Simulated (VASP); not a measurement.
Here is a VASP 6.6.1 calculation.

INCAR

```
  PREC = Accurate
  ENCUT = 520
  EDIFF = 1E-7
  ISMEAR = -1
  SIGMA = 0.05
  LREAL = F
  LASPH = T
  NELM = 60
  ALGO = Normal
  ISIF = 2
  LWAVE = F
  LCHARG = T
  GGA = PE
  LELF = T
  LVHAR = T
  NBANDS = 17
```

Contents of KPOINTS:

```
Automatic mesh
0
Gamma
  12 12 12
```

POSCAR

```
BiP
1.0
    0.0000000000      2.9432416832      2.9432416832
    2.9432416832      0.0000000000      2.9432416832
    2.9432416832      2.9432416832      0.0000000000
Bi P
1 1
Direct
    0.0000000000      0.0000000000      0.0000000000
    0.5000000000      0.5000000000      0.5000000000
```

Potentials or basis: VASP PAW PBE potentials, release 64 (Bi_d, P).

The run is started by

```sh
$ cat potpaw_PBE.64/Bi_d/POTCAR potpaw_PBE.64/P/POTCAR > POTCAR
$ mpirun -np 1 vasp_std > vasp.out
```

Question: Predict the band gap on the k mesh.

Answer: 0.01 eV.

Question: What does it give for the pressure?

Answer: -1.4 GPa.

Caveat: spin-orbit coupling is left out, which moves the levels of the heavy elements. A k mesh can miss the band edges.
